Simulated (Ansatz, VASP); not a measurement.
# RbZn4S3: VASP beside Ansatz

POSCAR

```
RbZn4S3
1.0
    4.1784300000      0.0000000000      0.0000000000
    0.0000000000      4.1784300000      0.0000000000
    0.0000000000      0.0000000000     10.5681460000
Rb S Zn
1 3 4
Direct
    0.0000000000      0.0000000000      0.5000000000
    0.5000000000      0.5000000000      0.2777100000
    0.5000000000      0.5000000000      0.7222900000
    0.0000000000      0.0000000000      0.0000000000
    0.0000000000      0.5000000000      0.1533900000
    0.5000000000      0.0000000000      0.1533900000
    0.0000000000      0.5000000000      0.8466100000
    0.5000000000      0.0000000000      0.8466100000
```

File INCAR.step1:

```
SYSTEM = RbZn4S3
ALGO     = Normal         ! electronic algorithm
EDIFF    = 1E-4           ! SCF threshold, eV
ENCUT    = 520            ! plane-wave cutoff, eV
GGA      = PE             ! functional
ISMEAR   = -1             ! smearing method
LASPH    = .True.         ! aspherical terms in the spheres
LCHARG   = .False.        ! write CHGCAR
LREAL    = .False.        ! projectors in reciprocal space
LWAVE    = .True.         ! write WAVECAR
NBANDS   = 48             ! bands
NELM     = 60             ! most SCF steps
PREC     = Accurate       ! precision mode
SIGMA    = 0.1            ! smearing width, eV
```

Contents of INCAR.step2:

```
SYSTEM = RbZn4S3
ALGO     = Normal         ! electronic algorithm
EDIFF    = 1E-6           ! SCF threshold, eV
ENCUT    = 520            ! plane-wave cutoff, eV
ISIF     = 2              ! what is computed and relaxed
ISMEAR   = -1             ! smearing method
ISTART   = 1            
LASPH    = .True.         ! aspherical terms in the spheres
LCHARG   = .True.         ! write CHGCAR
LELF     = .True.         ! ELF
LMIXTAU  = .True.       
LREAL    = .False.        ! projectors in reciprocal space
LVHAR    = .True.       
LWAVE    = .False.        ! write WAVECAR
METAGGA  = R2SCAN         ! meta-GGA
NBANDS   = 48             ! bands
NELM     = 60             ! most SCF steps
PREC     = Accurate       ! precision mode
SIGMA    = 0.1            ! smearing width, eV
```

The input KPOINTS:

```
k-points
0
Gamma
  4 4 2
  0 0 0
```

Input for Ansatz:

```yaml
crystal:
  lattice:
    - [4.17843, 0.0, 0.0]
    - [0.0, 4.17843, 0.0]
    - [0.0, 0.0, 10.568146]
  atoms:
    - { symbol: Rb, position: [0.0, 0.0, 0.5] }
    - { symbol: S, position: [0.5, 0.5, 0.27771] }
    - { symbol: S, position: [0.5, 0.5, 0.72229] }
    - { symbol: S, position: [0.0, 0.0, 0.0] }
    - { symbol: Zn, position: [0.0, 0.5, 0.15339] }
    - { symbol: Zn, position: [0.5, 0.0, 0.15339] }
    - { symbol: Zn, position: [0.0, 0.5, 0.84661] }
    - { symbol: Zn, position: [0.5, 0.0, 0.84661] }
  symmetry: { tolerance: 0.0003 }
kpoints:
  mp_grid: { grid: [4, 4, 2], shift: [0, 0, 0] }
magnetization:
  spin_polarized: false
scf:
  occupations: { method: fermi_dirac }
hamiltonian:
  pseudopotentials: { kind: paw }
  xc: r2scan
basis:
  ecutwfc: 500
output:
  forces: true
  stress: true
  eigenvalues: true
  write_density: true
  write_potential: true
  elf: true
  volumetric_format: npy
```

Alike in both runs: task single point; functional r2SCAN; k mesh 4 × 4 × 2; no spin polarisation.

```csv
,VASP,Ansatz
version,VASP 6.6.1,Ansatz 0.2.0
potentials or method,"VASP PAW PBE potentials, release 64 (Rb_sv, S, Zn), cutoff 520 eV",PAW plane waves
occupations,"fermi-dirac, width 0.1 eV",fermi-dirac
valence electrons in the cell,75,75
```

```csv
,VASP,Ansatz,Ansatz less VASP
gap on the k mesh at the Fermi level (eV),none,none,-
pressure (GPa),-0.1,-0.1,-0.06
"traceless stress, the component that is largest in VASP (GPa)",-1.92,-1.95,-0.033
rms of the force components (eV/Å),0.062,0.057,-0.0054
```

VASP's potentials were made for PBE, not for r2SCAN. Atom by atom the forces differ by 0.005 eV/Å (rms over components). A gap of «none» marks a metal or a gap that the smearing closes.

The k mesh is coarse, so the values compare programs but aren't converged.
